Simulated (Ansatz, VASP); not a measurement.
# Two plane-wave programs on Zn

```xyz
8
Lattice="4.8625 0.0000 0.0000 0.0000 4.8625 0.0000 0.0000 0.0000 4.8625" Properties=species:S:1:pos:R:3 pbc="T T T"
Zn    2.4312    2.4312    2.4312
Zn    0.0000    0.0000    0.0000
Zn    1.2156    0.0000    2.4312
Zn    2.4312    1.2156    0.0000
Zn    2.4312    3.6469    0.0000
Zn    3.6469    0.0000    2.4312
Zn    0.0000    2.4312    3.6469
Zn    0.0000    2.4312    1.2156
```

Alike in both runs: task relaxation of cell and atoms; functional PBEsol; k mesh 8 × 8 × 8; occupations gaussian, width 0.1 eV; no spin polarisation.

|  | VASP | Ansatz |
| --- | --- | --- |
| version | VASP 6.6.1 | Ansatz 0.2.0 |
| potentials or method | VASP PAW PBE potentials, release 64 (Zn), cutoff 600 eV | scalar-relativistic, plane waves, PAW |
| valence electrons in the cell | 96 | 96 |

|  | VASP | Ansatz | Ansatz less VASP |
| --- | --- | --- | --- |
| gap on the k mesh at the Fermi level, each at its own relaxed structure (eV) | none | none | - |
| relaxed volume (Å³/atom) | 14.37 | 14.33 | -0.042 |
| relaxed length of the cell vector where the two differ most in proportion (Å) | 4.862 | 4.858 | -0.0048 |

VASP's potentials were made for PBE, not for PBEsol. A gap of «none» marks a metal or a gap that the smearing closes.

Noted on VASP's run: the relaxation stopped at its first step, so nothing moved.
